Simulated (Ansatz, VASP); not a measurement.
BN: VASP beside Ansatz

```
B N
1.0
     1.25012    0.72176    3.25333
    -1.25012    0.72176    3.25333
     0.00000   -1.44352    3.25333
B N
1 1
Cartesian
  0.0000 0.0000 9.7569
  0.0000 0.0000 3.2476
```

Alike in both runs: task single point; functional PBE; k mesh 12 × 12 × 12; no spin polarisation.

|  | VASP | Ansatz |
| --- | --- | --- |
| version | VASP 6.6.1 | Ansatz 0.2.0 |
| potentials or method | VASP PAW PBE potentials, release 64 (B, N) | plane waves, PAW |
| plane-wave cutoff (eV) | 520 | 420 |
| occupations | gaussian, width 0.01 eV | fixed |
| valence electrons in the cell | 8 | 8 |

```csv
,VASP,Ansatz,Ansatz less VASP
gap on the k mesh at the Fermi level (eV),4.22,4.22,+0.008
pressure (GPa),4.7,4.7,-0.09
"traceless stress, the component that is largest in VASP (GPa)",-1.29,-1.08,+0.205
rms of the force components (eV/Å),0.005,0.005,-0.0001
```

Atom by atom the forces differ by 0.000 eV/Å (rms over components).
